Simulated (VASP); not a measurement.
# CuH4 (Cmmm) in VASP: relaxation of cell and atoms with PBE

Aim: the relaxation of cell and atoms of CuH4 with PBE.

Program: VASP 6.6.1. These are calculated values, not measurements. Logs are shortened: lines on timing, memory, paths and dates and some standing lists are left out, and cuts for length are marked.

## (1) The cell of the first run

It takes space group Cmmm (No. 65, orthorhombic). Conventional cell: a = 6.962 Å, b = 6.962 Å, c = 3.200 Å, α = 90.00°, β = 90.00°, γ = 90.00°. Cu (site symmetry mmm) has 6 H at 2.10 to 2.12 Å within 2.8 Å. Within 2.8 Å of H (site symmetry 2mm) lie 1 Cu at 2.12 Å and 1 H at 2.72 Å. Within 2.8 Å of H (site symmetry m2m) lie 2 Cu at 2.10 Å and 1 H at 2.72 Å.

## (2) Relaxation of cell and atoms, PBE (atoms taken out)

The input, INCAR:

```
PREC = Accurate ; ENCUT = 820
EDIFF = 1E-7 ; ISMEAR = 0
SIGMA = 0.1 ; LREAL = False
LASPH = True ; NELM = 120
ALGO = Normal ; ISIF = 3
LWAVE = False ; LCHARG = False
GGA = PE ; IBRION = 2
NSW = 90 ; EDIFFG = -0.04
GGA_COMPAT = False ; NELMIN = 4
```

The input, KPOINTS:

```
regular mesh
0
Gamma
  4 4 6
```

The input, POSCAR:

```
CuH4
1.0
    3.4811870700     -3.4811870700      0.0000000000
    3.4811870700      3.4811870700      0.0000000000
    0.0000000000      0.0000000000      3.2000422800
Cu H
1 4
Direct
    0.0000000000      0.0000000000      0.0000000000
    0.6950000000      0.3050000000      0.0000000000
    0.3050000000      0.6950000000      0.0000000000
    0.8050000000      0.8050000000      0.5000000000
    0.1950000000      0.1950000000      0.5000000000
```

Potentials or basis: VASP PAW PBE potentials, release 64 (Cu_sv_GW, H).

Launch:

```console
cat potpaw_PBE.64/Cu_sv_GW/POTCAR potpaw_PBE.64/H/POTCAR > POTCAR
mpirun -np 1 vasp_std > vasp.out
```

OUTCAR:

```text
PREC = Accurate
   ENCUT = 820
   EDIFF = 1E-7
   ISMEAR = 0
   LREAL = False
   LASPH = True
   NELM = 120
   ISIF = 3
   GGA = PE
   IBRION = 2
   NSW = 90
   EDIFFG = -0.04
   NELMIN = 4

 ion  position               nearest neighbor table
   1  0.000  0.000  0.000-
   2  0.695  0.305  0.000-
   3  0.305  0.695  0.000-
   4  0.805  0.805  0.500-
   5  0.195  0.195  0.500-

  LATTYP: Found a simple tetragonal cell.
 ALAT       =     4.9231419676
 C/A-ratio  =     0.6500000002

  Lattice vectors:

 A1 = (   3.4811870700,  -3.4811870700,   0.0000000000)
 A2 = (   3.4811870700,   3.4811870700,   0.0000000000)
 A3 = (   0.0000000000,   0.0000000000,   3.2000422800)

Analysis of symmetry for initial positions (statically):
=====================================================================
 Subroutine PRICEL returns:
 Original cell was already a primitive cell.

 Routine SETGRP: Setting up the symmetry group for a
 simple tetragonal supercell.

 Subroutine GETGRP returns: Found  8 space group operations
 (whereof  8 operations were pure point group operations)
 out of a pool of 16 trial point group operations.

The static configuration has the point symmetry D_2h.

Analysis of symmetry for dynamics (positions and initial velocities):
=====================================================================
 Subroutine PRICEL returns:
 Original cell was already a primitive cell.

 Routine SETGRP: Setting up the symmetry group for a
 simple tetragonal supercell.

 Subroutine GETGRP returns: Found  8 space group operations
 (whereof  8 operations were pure point group operations)
 out of a pool of 16 trial point group operations.

The dynamic configuration has the point symmetry D_2h.

 Subroutine INISYM returns: Found  8 space group operations
 (whereof  8 operations are pure point group operations),
 and found     1 'primitive' translations

----------------------------------------------------------------------------------------

                                     Primitive cell

  volume of cell :      77.5605

  direct lattice vectors                    reciprocal lattice vectors
     3.481187070 -3.481187070  0.000000000     0.143629167 -0.143629167  0.000000000
     3.481187070  3.481187070  0.000000000     0.143629167  0.143629167  0.000000000
     0.000000000  0.000000000  3.200042280     0.000000000  0.000000000  0.312495871
[... 89 lines left out ...]
   NELM   =    120;   NELMIN=  4; NELMDL= -5     # of ELM steps
   EDIFF  = 0.1E-06   stopping-criterion for ELM
   LREAL  =      F    real-space projection
   EDIFFG = -.4E-01   stopping-criterion for IOM
   NSW    =     90    number of steps for IOM
   IBRION =      2    ionic relax: 0-MD 1-quasi-New 2-CG
   NFREE  =      1    steps in history (QN), initial steepest desc. (CG)
   ISIF   =      3    stress and relaxation
   ISYM   =      2    0-nonsym 1-usesym 2-fastsym
   POTIM  = 0.5000    time-step for ionic-motion
   TEBEG  =    0.0;   TEEND  =   0.0 temperature during run
   PSTRESS=    0.0 pullay stress
   NELECT =      23.0000    total number of electrons
   NUPDOWN=      -1.0000    fix difference up-down
   EMIN   =  10.00;   EMAX   =-10.00  energy-range for DOS
   EFERMI =   0.00;   METHOD = LEGACY
   ISMEAR =     0;   SIGMA  =   0.10  broadening in eV -4-tet -1-fermi 0-gaus
   EFERMI_NEDOS =   21; number of points for ismear=-14 and -15
   IALGO  =     38    algorithm
   IMIX   =      4    mixing-type and parameters
     AMIX     =   0.40;   BMIX     =  1.00
     AMIX_MAG =   1.60;   BMIX_MAG =  1.00
  volume/ion in A,a.u.               =      15.51       104.68
  Fermi-wavevector in a.u.,A,eV,Ry     =   1.091702  2.063017 16.215593  1.191812
  Thomas-Fermi vector in A             =   2.227952
   LORBIT       =      0    0 simple, 1 ext, 2 COOP (PROOUT), +10 PAW based schemes
   GGA     = PE    functional components
   LHFCALC =     F    Hartree Fock is set to
   AEXX    =    0.0000 exact exchange contribution
   IVDW    =     0    specifies the selected vdW correction
   LEPSILON=     F    determine dielectric tensor
   LRPA    =     F    only Hartree local field effects (RPA)
 conjugate gradient relaxation of ions
 non-spin polarized calculation
 Gauss-broadening in eV      SIGMA  =   0.10
  energy-cutoff  :      820.00
  volume of cell :       77.56
 maximum number of plane-waves:      4167
 NGX is ok and might be reduce to    48
   NGX = 23   NGY = 23   NGZ = 15

--------------------------------------- Ionic step        1  -------------------------------------------

 number of electron      23.0000006 magnetization

 Free energy of the ion-electron system (eV)
  ---------------------------------------------------
  ext. energy  EPLUGINS =         0.00000000
  ---------------------------------------------------
  free energy    TOTEN  =       -10.30871123 eV

  energy without entropy =      -10.29749048  energy(sigma->0) =      -10.30310086

------------------------ aborting loop because EDIFF is reached ----------------------------------------

  FORCE on cell =-STRESS in cart. coord.  units (eV):
  Direction    XX          YY          ZZ          XY          YZ          ZX
  --------------------------------------------------------------------------------------
  -------------------------------------------------------------------------------------
  Total       -4.7433739     -7.7901985     -8.0809590      0.0000000      0.0000000      0.0000000
  in kB      -97.9845282   -160.9232040   -166.9294829      0.0000000      0.0000000      0.0000000
  external PRESSURE =    -141.9457383 kB  Pullay stress =       0.0000000 kB
[... 971 lines left out ...]
      4     -70.3117      2.00000
      5      -5.8564      2.00000
      6      -5.1758      2.00000
      7      -3.8193      2.00000
      8      -3.4145      2.00000
      9      -3.3096      2.00000
     10      -2.8811      2.00000
     11      -2.7116      2.00000
     12       2.7650      0.00000
     13       3.4863      0.00000
     14       7.0340      0.00000
     15       7.2919      0.00000

 [... further k-points ...]

[... ionic steps 4 to 79 ...]

--------------------------------------- Ionic step       80  -------------------------------------------

 number of electron      22.9999999 magnetization

------------------------ aborting loop because EDIFF is reached ----------------------------------------
[... 73 lines left out ...]
--------------------------------------- Ionic step       82  -------------------------------------------

 number of electron      23.0000006 magnetization

 Free energy of the ion-electron system (eV)
  ---------------------------------------------------
  ext. energy  EPLUGINS =         0.00000000
  ---------------------------------------------------
  free energy    TOTEN  =       -16.39195579 eV

  energy without entropy =      -16.39195579  energy(sigma->0) =      -16.39195579

 E-fermi :  -1.0912     XC(G=0):  -7.3773

 val. band max:       -1.6891383477   @ k =   0.0000   0.0000   0.1667
 cond. band min:      -0.0352261824   @ k =   0.5000   0.5000   0.0000
 fundamental gap:      1.6539121653
 Fermi energy:        -1.0911848266
[... 464 lines left out ...]
  FREE ENERGIE OF THE ION-ELECTRON SYSTEM (eV)
  ---------------------------------------------------
  free  energy   TOTEN  =       -16.3919557872 eV

  energy  without entropy=      -16.3919557872  energy(sigma->0) =      -16.39195579

 reached required accuracy - stopping structural energy minimisation
```

Run time: 27 min. Hardware: 1 thread of Intel Xeon 6975P-C (Granite Rapids), shared host; peak memory 0.37 GiB.

What came out:

| Property | Result |
| --- | --- |
| Free energy | -16.3920 eV |
| Relaxed volume | 11.03 Å³/atom |
| Relaxed cell | a = 4.957 Å, b = 4.957 Å, c = 2.399 Å, α = 90.00°, β = 90.00°, γ = 69.32° |
| Space group after relaxing (to 0.1 Å) | Cmmm (No. 65) |
| Pressure after relaxing | 0.1 GPa |
| Largest force after relaxing | 0.026 eV/Å |
| Band gap on the k mesh | zero (an odd number of electrons rules out a gap without spin polarisation) |

Forces in eV/Å, atoms in the order of the input:
```
Cu   0.000  0.000  0.000
H    0.000  0.016  0.000
H    0.000 -0.016  0.000
H   -0.026  0.000  0.000
H    0.026  0.000  0.000
```

Stress tensor (GPa, compression positive):
```
-0.07  0.00  0.00
 0.00  0.25  0.00
 0.00  0.00  0.11
```

Final structure:
```
Cu H
1.0
     4.07768   -2.81906    0.00000
     4.07768    2.81906    0.00000
     0.00000    0.00000    2.39928
Cu H
1 4
Direct
  0.00000 0.00000 0.00000
  0.56680 0.43320 0.00000
  0.43320 0.56680 0.00000
  0.86616 0.86616 0.50000
  0.13384 0.13384 0.50000
```

Caveat: the cell differs from its parent crystal (atoms taken out); the volume moved by over 15 % at a fixed basis, so the end points are rough; an odd number of electrons without spin polarisation forces a metal; a magnetic or distorted state may lie lower.

The gap in the log of VASP goes by the Fermi energy; the results here count the filled bands.